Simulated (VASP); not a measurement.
A run of VASP 6.6.1 is set up as follows.

Contents of INCAR:

```
PREC     = Accurate       # precision mode
ENCUT    = 600            # plane-wave cutoff, eV
EDIFF    = 1E-6           # SCF threshold, eV
ISMEAR   = 0              # smearing method
SIGMA    = 0.1            # smearing width, eV
LREAL    = F              # projectors in reciprocal space
LASPH    = T              # aspherical terms in the spheres
NELM     = 80             # most SCF steps
ALGO     = Normal         # electronic algorithm
ISIF     = 3              # what is computed and relaxed
LWAVE    = F              # write WAVECAR
LCHARG   = F              # write CHGCAR
GGA      = PE             # functional
IBRION   = 2              # ionic algorithm
NSW      = 100            # ionic steps
EDIFFG   = -0.01          # ionic threshold
```

File KPOINTS:

```
Automatic mesh
0
Gamma
  6 6 12
```

POSCAR

```
RbTa2As3
1.0
    7.0855212876      0.0000000000      0.0000000000
   -3.5427606438      6.1362414342      0.0000000000
    0.0000000000      0.0000000000      3.2900376962
Rb Ta As
1 2 3
Direct
    0.0000000000      0.0000000000      0.0000000000
    0.6666666667      0.3333333333      0.0000000000
    0.3333333333      0.6666666667      0.0000000000
    0.5000000000      0.0000000000      0.5000000000
    0.5000000000      0.5000000000      0.5000000000
    0.0000000000      0.5000000000      0.5000000000
```

Potentials or basis: VASP PAW PBE potentials, release 64 (Rb_sv, Ta_pv, As).

The run is started by

```console
$ cat potpaw_PBE.64/Rb_sv/POTCAR potpaw_PBE.64/Ta_pv/POTCAR potpaw_PBE.64/As/POTCAR > POTCAR
$ mpirun -np 1 vasp_std > vasp.out
```

Problem. What does it give for the band gap on the k mesh?

Solution. Zero (bands 23 and 24 overlap by 1.34 eV).

Problem. Estimate the relaxed cell.

Solution. a = 7.106 Å, b = 7.106 Å, c = 3.287 Å, α = 90.00°, β = 90.00°, γ = 120.00°.

Problem. What does it give for the space group after relaxing (to 0.1 Å)?

Solution. P6/mmm (No. 191).

Final structure:
```cif
data_structure
_symmetry_space_group_name_H-M 'P 1'
_symmetry_Int_Tables_number 1
_cell_length_a 7.1063
_cell_length_b 7.1063
_cell_length_c 3.2871
_cell_angle_alpha 90.000
_cell_angle_beta 90.000
_cell_angle_gamma 120.000
_cell_volume 143.76
loop_
_atom_site_label
_atom_site_type_symbol
_atom_site_fract_x
_atom_site_fract_y
_atom_site_fract_z
_atom_site_occupancy
Rb1 Rb 0.00000 0.00000 0.00000 1
Ta1 Ta 0.66667 0.33333 0.00000 1
Ta2 Ta 0.33333 0.66667 0.00000 1
As1 As 0.50000 0.00000 0.50000 1
As2 As 0.50000 0.50000 0.50000 1
As3 As 0.00000 0.50000 0.50000 1
```

Caveat: spin-orbit coupling is left out, which moves the levels of the heavy elements.
